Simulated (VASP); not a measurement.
A run of VASP 6.6.1:

File INCAR:

```
  ALGO = Normal
  EDIFF = 1E-6
  ENCUT = 520
  GGA = PE
  ISIF = 2
  ISMEAR = 0
  LASPH = True
  LCHARG = False
  LREAL = False
  LWAVE = False
  NBANDS = 14
  NELM = 80
  PREC = Accurate
  SIGMA = 0.1
```

Contents of KPOINTS:

```
k-points
0
Gamma
  14 14 14
```

Contents of POSCAR:

```
HfN
1.0
    0.0000000000      2.3917085264      2.3917085264
    2.3917085264      0.0000000000      2.3917085264
    2.3917085264      2.3917085264      0.0000000000
Hf N
1 1
Direct
    0.0000000000      0.0000000000      0.0000000000
    0.7500000000      0.7500000000      0.7500000000
```

Potentials or basis: VASP PAW PBE potentials, release 64 (Hf_pv, N).

Launch:

```console
$ cat potpaw_PBE.64/Hf_pv/POTCAR potpaw_PBE.64/N/POTCAR > POTCAR
$ mpirun -np 1 vasp_std > vasp.out
```

Hardware: 1 thread of AMD EPYC 7R13, on a shared host.

Estimate the wall time of this run.

It took 2.1 min on 1 thread of AMD EPYC 7R13, with other jobs on the host, peak memory 0.16 GiB. Counts: scf iterations 13, k points 104.
